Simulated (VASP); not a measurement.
# Cu (P6_3/mmc) in VASP: notebook

Cu is run at these levels: BLYP; tasks: single point.

Everything below comes from runs of VASP 6.6.1. Logs are shortened: lines on timing, memory, paths and dates and some standing lists are left out, and cuts for length are marked.

## Step 1: The cell of the first run

It takes space group P6_3/mmc (No. 194, hexagonal). Conventional cell: a = 2.620 Å, b = 2.620 Å, c = 8.550 Å, α = 90.00°, β = 90.00°, γ = 120.00°. Within 3.5 Å of Cu (site symmetry -3m) lie 12 Cu at 2.62 Å. Cu (site symmetry -6m2) has 12 Cu at 2.62 Å within 3.5 Å.

This isn't the form of Cu at room conditions, which is fcc.

## Step 2: Single point, BLYP (12.71 Å³/atom)

INCAR reads:

```
SYSTEM = Cu
PREC = Accurate ; ENCUT = 520
EDIFF = 1E-6 ; ISMEAR = -1
SIGMA = 0.1 ; LREAL = .False.
LASPH = .True. ; NELM = 100
ALGO = Normal ; ISIF = 2
LWAVE = .False. ; LCHARG = .False.
GGA = B5 ; ALDAX = 1.0
AGGAX = 1.0 ; AGGAC = 1.0
ALDAC = 0.0 ; NBANDS = 30
```

KPOINTS reads:

```
regular mesh
0
Gamma
  15 15 4
  0 0 0
```

POSCAR reads:

```
Cu
1.0
    2.6200526489      0.0000000000      0.0000000000
   -1.3100263245      2.2690321532      0.0000000000
    0.0000000000      0.0000000000      8.5495696465
Cu
4
Direct
    0.0000000000      1.0000000000      0.0000000000
    0.0000000000      0.0000000000      0.5000000000
    0.3333333333      0.6666666667      0.2500000000
    0.6666666667      0.3333333333      0.7500000000
```

Potentials or basis: VASP PAW PBE potentials, release 64 (Cu).

Run with:

```bash
> cat potpaw_PBE.64/Cu/POTCAR > POTCAR
> mpirun -np 1 vasp_std > vasp.out
```

OUTCAR:

```text
SYSTEM = Cu
   PREC = Accurate
   ENCUT = 520
   EDIFF = 1E-6
   ISMEAR = -1
   LREAL = .False.
   LASPH = .True.
   NELM = 100
   ISIF = 2
   GGA = B5

 ion  position               nearest neighbor table
   1  0.000  0.000  0.000-   3 2.62   4 2.62   4 2.62   3 2.62   4 2.62   3 2.62
   2  0.000  0.000  0.500-   3 2.62   4 2.62   4 2.62   3 2.62   4 2.62   3 2.62
   3  0.333  0.667  0.250-   1 2.62   2 2.62   1 2.62   2 2.62   1 2.62   2 2.62
   4  0.667  0.333  0.750-   1 2.62   2 2.62   1 2.62   2 2.62   1 2.62   2 2.62

  LATTYP: Found a hexagonal cell.
 ALAT       =     2.6200526489
 C/A-ratio  =     3.2631289490

  Lattice vectors:

 A1 = (   2.6200526489,   0.0000000000,   0.0000000000)
 A2 = (  -1.3100263245,   2.2690321532,   0.0000000000)
 A3 = (   0.0000000000,   0.0000000000,   8.5495696465)

Analysis of symmetry for initial positions (statically):
=====================================================================
 Subroutine PRICEL returns:
 Original cell was already a primitive cell.

 Routine SETGRP: Setting up the symmetry group for a
 hexagonal supercell.

 Subroutine GETGRP returns: Found 24 space group operations
 (whereof 12 operations were pure point group operations)
 out of a pool of 24 trial point group operations.

The static configuration has the point symmetry D_3d.
 The point group associated with its full space group is D_6h.

Analysis of symmetry for dynamics (positions and initial velocities):
=====================================================================
 Subroutine PRICEL returns:
 Original cell was already a primitive cell.

 Routine SETGRP: Setting up the symmetry group for a
 hexagonal supercell.

 Subroutine GETGRP returns: Found 24 space group operations
 (whereof 12 operations were pure point group operations)
 out of a pool of 24 trial point group operations.

The dynamic configuration has the point symmetry D_3d.
 The point group associated with its full space group is D_6h.

 Subroutine INISYM returns: Found 24 space group operations
 (whereof 12 operations are pure point group operations),
 and found     1 'primitive' translations

----------------------------------------------------------------------------------------

                                     Primitive cell

  volume of cell :      50.8271

  direct lattice vectors                    reciprocal lattice vectors
     2.620052649  0.000000000  0.000000000     0.381671720  0.220358270  0.000000000
    -1.310026324  2.269032153  0.000000000     0.000000000  0.440716540  0.000000000
     0.000000000  0.000000000  8.549569647     0.000000000  0.000000000  0.116964952

  length of vectors
     2.620052649  2.620052649  8.549569647     0.440716540  0.440716540  0.116964952

  position of ions in fractional coordinates (direct lattice)
     0.000000000  0.000000000  0.000000000
     0.000000000  0.000000000  0.500000000
     0.333333333  0.666666667  0.250000000
     0.666666667  0.333333333  0.750000000

  ion indices of the primitive-cell ions
   primitive index   ion index
                 1           1
                 2           2
                 3           3
                 4           4

----------------------------------------------------------------------------------------

 KPOINTS: regular mesh

Automatic generation of k-mesh.
 Grid dimensions read from file:
 generate k-points for:   15   15    4

 Generating k-lattice:

  Cartesian coordinates                     Fractional coordinates (reciprocal lattice)
     0.025444781  0.014690551  0.000000000     0.066666667  0.000000000  0.000000000
     0.000000000  0.029381103  0.000000000     0.000000000  0.066666667  0.000000000
     0.000000000  0.000000000  0.029241238     0.000000000  0.000000000  0.250000000

  Length of vectors
     0.029381103  0.029381103  0.029241238

  Shift w.r.t. Gamma in fractional coordinates (k-lattice)
     0.000000000  0.000000000  0.000000000

 Subroutine IBZKPT returns following result:
 ===========================================

 Found     81 irreducible k-points:

 Following reciprocal coordinates:
            Coordinates               Weight
  0.000000  0.000000  0.000000      1.000000
  0.066667  0.000000  0.000000      6.000000
  0.133333  0.000000  0.000000      6.000000
  0.200000  0.000000  0.000000      6.000000
  0.266667  0.000000  0.000000      6.000000
  0.333333  0.000000  0.000000      6.000000
[... 16 lines left out ...]
  0.333333  0.200000  0.000000     12.000000
  0.400000  0.200000  0.000000      6.000000
 [... further k-points ...]
   k-points           NKPTS =     81   k-points in BZ     NKDIM =     81   number of bands    NBANDS=     30
   number of dos      NEDOS =    301   number of ions     NIONS =      4
   total plane-waves  NPLWV =  25600
   dimension x,y,z NGX =    20 NGY =   20 NGZ =   64
   dimension x,y,z NGXF=    40 NGYF=   40 NGZF=  128
   ions per type =               4
   NGX,Y,Z   is equivalent  to a cutoff of  12.69, 12.69, 12.44 a.u.
   NGXF,Y,Z  is equivalent  to a cutoff of  25.38, 25.38, 24.89 a.u.
 SYSTEM =  Cu
   PREC   = accura    normal or accurate (medium, high low for compatibility)
   ISTART =      0    job   : 0-new  1-cont  2-samecut
   ICHARG =      2    charge: 1-file 2-atom 10-const
   ISPIN  =      1    spin polarized calculation?
   LNONCOLLINEAR =      F non collinear calculations
   LSORBIT =      F    spin-orbit coupling
   LASPH  =      T    aspherical Exc in radial PAW
   ENCUT  =  520.0 eV  38.22 Ry    6.18 a.u.   4.87  4.87 15.90*2*pi/ulx,y,z
   NELM   =    100;   NELMIN=  2; NELMDL= -5     # of ELM steps
   EDIFF  = 0.1E-05   stopping-criterion for ELM
   LREAL  =      F    real-space projection
   EDIFFG = 0.1E-04   stopping-criterion for IOM
   NSW    =      0    number of steps for IOM
   IBRION =     -1    ionic relax: 0-MD 1-quasi-New 2-CG
   NFREE  =      0    steps in history (QN), initial steepest desc. (CG)
   ISIF   =      2    stress and relaxation
   ISYM   =      2    0-nonsym 1-usesym 2-fastsym
   POTIM  = 0.5000    time-step for ionic-motion
   TEBEG  =    0.0;   TEEND  =   0.0 temperature during run
   PSTRESS=    0.0 pullay stress
   NELECT =      44.0000    total number of electrons
   NUPDOWN=      -1.0000    fix difference up-down
   EMIN   =  10.00;   EMAX   =-10.00  energy-range for DOS
   EFERMI =   0.00;   METHOD = LEGACY
   ISMEAR =    -1;   SIGMA  =   0.10  broadening in eV -4-tet -1-fermi 0-gaus
   EFERMI_NEDOS =   21; number of points for ismear=-14 and -15
   IALGO  =     38    algorithm
   IMIX   =      4    mixing-type and parameters
     AMIX     =   0.40;   BMIX     =  1.00
     AMIX_MAG =   1.60;   BMIX_MAG =  1.00
  volume/ion in A,a.u.               =      12.71        85.75
  Fermi-wavevector in a.u.,A,eV,Ry     =   1.560250  2.948444 33.121735  2.434379
  Thomas-Fermi vector in A             =   2.663489
   LORBIT       =      0    0 simple, 1 ext, 2 COOP (PROOUT), +10 PAW based schemes
   GGA     = B5    functional components
   LHFCALC =     F    Hartree Fock is set to
   AEXX    =    0.0000 exact exchange contribution
   IVDW    =     0    specifies the selected vdW correction
   LEPSILON=     F    determine dielectric tensor
   LRPA    =     F    only Hartree local field effects (RPA)
 non-spin polarized calculation
  energy-cutoff  :      520.00
  volume of cell :       50.83
 maximum number of plane-waves:      1410
 NGX is ok and might be reduce to    20
   NGX =  9   NGY =  9   NGZ = 31

 number of electron      44.0000014 magnetization

 Free energy of the ion-electron system (eV)
  ---------------------------------------------------
  ext. energy  EPLUGINS =         0.00000000
  ---------------------------------------------------
  free energy    TOTEN  =       -11.93019210 eV

  energy without entropy =      -11.88937447  energy(sigma->0) =      -11.90978328

 E-fermi :   7.2716     XC(G=0): -11.7442

 val. band max:        7.2258526345   @ k =   0.2000   0.0667   0.5000
 cond. band min:       7.2733685582   @ k =   0.4667   0.0000   0.2500
 fundamental gap:      0.0475159237
 Fermi energy:         7.2716166268

 k-point     1 :       0.0000    0.0000    0.0000
  band No.  band energies     occupation
      1      -1.5366      2.00000
      2       0.4810      2.00000
      3       0.4847      2.00000
      4       2.4560      2.00000
      5       4.0933      2.00000
      6       4.0999      2.00000
[... 22 lines left out ...]
     29      27.7723      0.00000
     30      28.2213      0.00000

 k-point     2 :       0.0667    0.0000    0.0000
  band No.  band energies     occupation
      1      -1.4000      2.00000
      2       0.6039      2.00000
      3       0.6076      2.00000
      4       2.5349      2.00000
      5       4.0250      2.00000
      6       4.0659      2.00000
[... 22 lines left out ...]
     29      26.4634      0.00000
     30      27.2170      0.00000

 k-point     3 :       0.1333    0.0000    0.0000
  band No.  band energies     occupation
      1      -0.9956      2.00000
      2       0.9596      2.00000
      3       0.9631      2.00000
      4       2.7504      2.00000
      5       3.8897      2.00000
      6       3.9835      2.00000
[... 22 lines left out ...]
     29      24.2196      0.00000
     30      24.2475      0.00000

 k-point     4 :       0.2000    0.0000    0.0000
  band No.  band energies     occupation
      1      -0.3427      2.00000
      2       1.4958      2.00000
      3       1.4992      2.00000
      4       3.0264      2.00000
      5       3.7629      2.00000
      6       3.8698      2.00000
[... 616 lines left out ...]
     29      15.5385      0.00000
     30      17.1985      0.00000

 k-point    23 :       0.3333    0.2000    0.0000
  band No.  band energies     occupation
      1       2.9045      2.00000
      2       3.0187      2.00000
      3       3.2651      2.00000
      4       3.3261      2.00000
      5       3.4951      2.00000
      6       3.5757      2.00000
[... 22 lines left out ...]
     29      15.2155      0.00000
     30      16.7733      0.00000

 k-point    24 :       0.4000    0.2000    0.0000
  band No.  band energies     occupation
      1       2.9521      2.00000
      2       3.0162      2.00000
      3       3.2763      2.00000
      4       3.4870      2.00000
      5       3.5350      2.00000
      6       3.5915      2.00000
[... 22 lines left out ...]
     29      16.3760      0.00000
     30      16.4084      0.00000

 [... further k-points ...]

------------------------ aborting loop because EDIFF is reached ----------------------------------------

  FORCE on cell =-STRESS in cart. coord.  units (eV):
  Direction    XX          YY          ZZ          XY          YZ          ZX
  --------------------------------------------------------------------------------------
  -------------------------------------------------------------------------------------
  Total        0.0366031      0.0366031      0.4530201     -0.0000000      0.0000000      0.0000000
  in kB        1.1538090      1.1538090     14.2801609     -0.0000000      0.0000000      0.0000000
  external PRESSURE =       5.5292597 kB  Pullay stress =       0.0000000 kB

 VOLUME and BASIS-vectors are now :
 -----------------------------------------------------------------------------
  energy-cutoff  :      520.00
  volume of cell :       50.83
      direct lattice vectors                 reciprocal lattice vectors
     2.620052649  0.000000000  0.000000000     0.381671720  0.220358270  0.000000000
    -1.310026324  2.269032153  0.000000000     0.000000000  0.440716540  0.000000000
     0.000000000  0.000000000  8.549569647     0.000000000  0.000000000  0.116964952

 POSITION                                       TOTAL-FORCE (eV/Angst)
 -----------------------------------------------------------------------------------
      0.00000      0.00000      0.00000         0.000000      0.000000     -0.000000
      0.00000      0.00000      4.27478         0.000000      0.000000     -0.000000
     -0.00000      1.51269      2.13739         0.000000      0.000000     -0.000000
      1.31003      0.75634      6.41218        -0.000000     -0.000000      0.000000
 -----------------------------------------------------------------------------------
    total drift:                                0.000000     -0.000000      0.000000

  FREE ENERGIE OF THE ION-ELECTRON SYSTEM (eV)
  ---------------------------------------------------
  free  energy   TOTEN  =       -11.9301920989 eV

  energy  without entropy=      -11.8893744665  energy(sigma->0) =      -11.90978328
```

Run time: 54 s. Hardware: 1 thread of Intel Xeon 6975P-C (Granite Rapids), shared host; peak memory 0.23 GiB.

Results:

| Quantity | Value |
| --- | --- |
| Free energy | -11.9302 eV |
| Pressure | 0.6 GPa |
| Band gap on the k mesh | zero (bands 22 and 23 overlap by 5.15 eV) |

Caveat: the PAW data sets were made with another functional, which shifts forces and pressure a little.

## Step 3: Single point, BLYP (13.22 Å³/atom)

This run uses another cell than the first one, of 13.22 Å³/atom.

INCAR reads:

```
PREC = Accurate
ENCUT = 520
EDIFF = 1E-6
ISMEAR = -1
SIGMA = 0.1
LREAL = False
LASPH = True
NELM = 100
ALGO = Normal
ISIF = 2
LWAVE = False
LCHARG = True
GGA = B5
ALDAX = 1.0
AGGAX = 1.0
AGGAC = 1.0
ALDAC = 0.0
LELF = True
LVHAR = True
NBANDS = 30
```

KPOINTS reads:

```
regular mesh
0
Gamma
  15 15 4
```

POSCAR reads:

```
Cu
1.0
    2.6545309798      0.0000000000      0.0000000000
   -1.3272654899      2.2988912636      0.0000000000
    0.0000000000      0.0000000000      8.6620768859
Cu
4
Direct
    0.0000000000      1.0000000000      0.0000000000
    0.0000000000      0.0000000000      0.5000000000
    0.3333333333      0.6666666667      0.2500000000
    0.6666666667      0.3333333333      0.7500000000
```

Potentials or basis: VASP PAW PBE potentials, release 64 (Cu).

Run with:

```bash
> cat potpaw_PBE.64/Cu/POTCAR > POTCAR
> mpirun -np 1 vasp_std > vasp.out
```

It took 55 s on 1 thread of Intel Xeon 6975P-C (Granite Rapids), shared host; peak memory 0.23 GiB.

Results (log left out):

```
Free energy            : -11.9108 eV
Pressure               : -3.5 GPa
Band gap on the k mesh : zero (bands 22 and 23 overlap by 5.05 eV)
```

Stress tensor (GPa, compression positive):
```
-3.90  0.00  0.00
 0.00 -3.90  0.00
 0.00  0.00 -2.73
```

Levels at points of the mesh, in eV from the Fermi level:
| k point | band 19 | band 20 | band 21 | band 22 | band 23 | band 24 | band 25 | band 26 |
| --- | --- | --- | --- | --- | --- | --- | --- | --- |
| (0.00, 0.00, 0.00) | -2.12 | -1.98 | -1.98 | -1.74 | -1.74 | -0.58 | 3.09 | 11.53 |
| (0.00, 0.00, 0.50) | -2.22 | -2.22 | -1.84 | -1.84 | -1.84 | -1.84 | 6.24 | 6.24 |

Caveat: the cell stands under tension; the PAW data sets were made with another functional, which shifts forces and pressure a little.

## Step 4: Single point, BLYP (13.72 Å³/atom)

This run uses another cell than the first one, of 13.72 Å³/atom.

INCAR reads:

```
SYSTEM = Cu
  PREC = Accurate
  ENCUT = 520
  EDIFF = 1E-7
  ISMEAR = -1
  SIGMA = 0.1
  LREAL = .FALSE.
  LASPH = .TRUE.
  NELM = 80
  ALGO = Normal
  ISIF = 2
  LWAVE = .FALSE.
  LCHARG = .FALSE.
  GGA = B5
  ALDAX = 1.0
  AGGAX = 1.0
  AGGAC = 1.0
  ALDAC = 0.0
  NBANDS = 30
```

KPOINTS reads:

```
Automatic mesh
0
G
  15 15 4
  0 0 0
```

POSCAR reads:

```
Cu
1.0
    2.6881362052      0.0000000000      0.0000000000
   -1.3440681026      2.3279942426      0.0000000000
    0.0000000000      0.0000000000      8.7717350699
Cu
4
Direct
    0.0000000000      1.0000000000      0.0000000000
    0.0000000000      0.0000000000      0.5000000000
    0.3333333333      0.6666666667      0.2500000000
    0.6666666667      0.3333333333      0.7500000000
```

Run with:

```bash
> cat potpaw_PBE.64/Cu/POTCAR > POTCAR
> mpirun -np 1 vasp_std > vasp.out
```

Run time: 65 s. Hardware: 1 thread of Intel Xeon 6975P-C (Granite Rapids), shared host; peak memory 0.23 GiB.

Results (log left out):

- Free energy: -11.8458 eV
- Pressure: -6.7 GPa
- Band gap on the k mesh: zero (bands 22 and 23 overlap by 4.94 eV)

Stress tensor (GPa, compression positive):
```
-7.04  0.00  0.00
 0.00 -7.04  0.00
 0.00  0.00 -6.01
```

Levels at points of the mesh, in eV from the Fermi level:
| k point | band 19 | band 20 | band 21 | band 22 | band 23 | band 24 | band 25 | band 26 |
| --- | --- | --- | --- | --- | --- | --- | --- | --- |
| (0.00, 0.00, 0.00) | -2.06 | -1.93 | -1.93 | -1.70 | -1.70 | -0.48 | 2.92 | 11.24 |
| (0.00, 0.00, 0.50) | -2.16 | -2.16 | -1.79 | -1.79 | -1.79 | -1.79 | 6.05 | 6.05 |

Caveat: the cell stands under tension; the PAW data sets were made with another functional, which shifts forces and pressure a little.

## Step 5: Single point, BLYP (14.23 Å³/atom)

This run uses another cell than the first one, of 14.23 Å³/atom.

INCAR reads:

```
PREC = Accurate
ENCUT = 520
EDIFF = 1E-6
ISMEAR = -1
SIGMA = 0.1
LREAL = F
LASPH = T
NELM = 80
ALGO = Normal
ISIF = 2
LWAVE = F
LCHARG = T
GGA = B5
ALDAX = 1.0
AGGAX = 1.0
AGGAC = 1.0
ALDAC = 0.0
LELF = T
LVHAR = T
NBANDS = 30
```

KPOINTS reads:

```
regular mesh
0
Gamma
  15 15 4
```

POSCAR reads:

```
Cu
1.0
    2.7209215852      0.0000000000      0.0000000000
   -1.3604607926      2.3563872145      0.0000000000
    0.0000000000      0.0000000000      8.8787179925
Cu
4
Direct
    0.0000000000      1.0000000000      0.0000000000
    0.0000000000      0.0000000000      0.5000000000
    0.3333333333      0.6666666667      0.2500000000
    0.6666666667      0.3333333333      0.7500000000
```

Run with:

```bash
> cat potpaw_PBE.64/Cu/POTCAR > POTCAR
> mpirun -np 1 vasp_std > vasp.out
```

It took 63 s on 1 thread of Intel Xeon 6975P-C (Granite Rapids), shared host; peak memory 0.23 GiB.

It converged, with:

- Free energy: -11.7450 eV
- Pressure: -9.2 GPa
- Band gap on the k mesh: zero (bands 22 and 23 overlap by 4.81 eV)

Stress tensor (GPa, compression positive):
```
-9.45  0.00  0.00
 0.00 -9.45  0.00
 0.00  0.00 -8.56
```

Levels at points of the mesh, in eV from the Fermi level:
```tsv
k point	band 18	band 19	band 20	band 21	band 22	band 23	band 24	band 25	band 26	band 27
(0.00, 0.00, 0.00)	-2.00	-2.00	-1.88	-1.88	-1.67	-1.67	-0.39	2.77	10.97	10.97
(0.00, 0.00, 0.50)	-2.10	-2.10	-2.10	-1.75	-1.75	-1.75	-1.75	5.87	5.87	16.83
```

Caveat: the cell stands under tension; the PAW data sets were made with another functional, which shifts forces and pressure a little.

## Step 6: Overview

```tsv
cell	gap on the mesh (eV)	pressure (GPa)
a = 2.620, b = 2.620, c = 8.550 Å, angles 90.0, 90.0, 120.0°, 4 atoms	none	0.6
a = 2.655, b = 2.655, c = 8.662 Å, angles 90.0, 90.0, 120.0°, 4 atoms	none	-3.5
a = 2.688, b = 2.688, c = 8.772 Å, angles 90.0, 90.0, 120.0°, 4 atoms	none	-6.7
a = 2.721, b = 2.721, c = 8.879 Å, angles 90.0, 90.0, 120.0°, 4 atoms	none	-9.2
```

Alike in all rows: task single point; level BLYP; potentials or basis VASP PAW PBE potentials, release 64 (Cu); no spin polarisation; k mesh 15 × 15 × 4; cutoff (eV) 520; smearing fermi-dirac 0.1 eV.

Caveats: the PAW data sets were made with another functional, which shifts forces and pressure a little; the cell stands under tension (at least some runs).

Total energies depend on the potentials used, so only differences within one code and one set of settings carry meaning.
